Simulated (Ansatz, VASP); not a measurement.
MgO in VASP and in Ansatz

The input INCAR:

```
SYSTEM = MgO
PREC     = Accurate       ! precision mode
ENCUT    = 520            ! plane-wave cutoff, eV
EDIFF    = 1E-6           ! SCF threshold, eV
ISMEAR   = 0              ! smearing method
SIGMA    = 0.05           ! smearing width, eV
LREAL    = .FALSE.        ! projectors in reciprocal space
LASPH    = .TRUE.         ! aspherical terms in the spheres
NELM     = 80             ! most SCF steps
ALGO     = Normal         ! electronic algorithm
ISIF     = 2              ! what is computed and relaxed
LWAVE    = .FALSE.        ! write WAVECAR
LCHARG   = .FALSE.        ! write CHGCAR
GGA      = PE             ! functional
NBANDS   = 16             ! bands
```

Contents of KPOINTS:

```
regular mesh
0
G
  9 9 6
  0 0 0
```

The input POSCAR:

```
MgO
1.0
    3.6622000000      0.0000000000      0.0000000000
   -1.8311000000      3.1715582337      0.0000000000
    0.0000000000      0.0000000000      4.4090000000
Mg O
2 2
Direct
    0.6666666667      0.3333333333      0.7500000000
    0.3333333333      0.6666666667      0.2500000000
    0.6666666667      0.3333333333      0.2500000000
    0.3333333333      0.6666666667      0.7500000000
```

Input for Ansatz:

```yaml
crystal:
  lattice:
    - [3.6622, 0.0, 0.0]
    - [-1.8311, 3.1715582337, 0.0]
    - [0.0, 0.0, 4.409]
  atoms:
    - { symbol: Mg, position: [0.6666666667, 0.3333333333, 0.75] }
    - { symbol: Mg, position: [0.3333333333, 0.6666666667, 0.25] }
    - { symbol: O, position: [0.6666666667, 0.3333333333, 0.25] }
    - { symbol: O, position: [0.3333333333, 0.6666666667, 0.75] }
basis:
  ecutwfc: 520.0
kpoints:
  mp_grid: { grid: [9, 9, 6] }
hamiltonian:
  xc: pbe
  pseudopotentials: { kind: paw, azcp: { folder: soft_1 } }
scf:
  occupations: { method: gaussian, width: 0.05 }
output:
  forces: true
  stress: true
  eigenvalues: true
```

Alike in both runs: task single point; functional PBE; k mesh 9 × 9 × 6; occupations gaussian, width 0.05 eV; no spin polarisation.

```csv
,VASP,Ansatz
version,VASP 6.6.1,Ansatz 0.2.0
potentials or method,"VASP PAW PBE potentials, release 64 (Mg, O), cutoff 520 eV","scalar-relativistic, plane waves, PAW"
valence electrons in the cell,16,32
```

VASP gave:

| Quantity | Value |
| --- | --- |
| gap on the k mesh at the Fermi level (eV) | 2.68 |
| least direct gap on the mesh (eV) | 2.68 |
| pressure (GPa) | -12.0 |
| traceless stress, the component that is largest in VASP (GPa) | -0.45 |

Question: What did Ansatz give for the same quantities?

Answer: gap on the k mesh at the Fermi level (eV): 2.70; least direct gap on the mesh (eV): 2.70; pressure (GPa): -11.5; traceless stress, the component that is largest in VASP (GPa): -0.38.

With one functional, cell and mesh, what is left measures potentials, basis and numerics. VASP's potentials hold 16 valence electrons a cell and Ansatz's 32, so a difference there can come from the potentials and not from the codes.
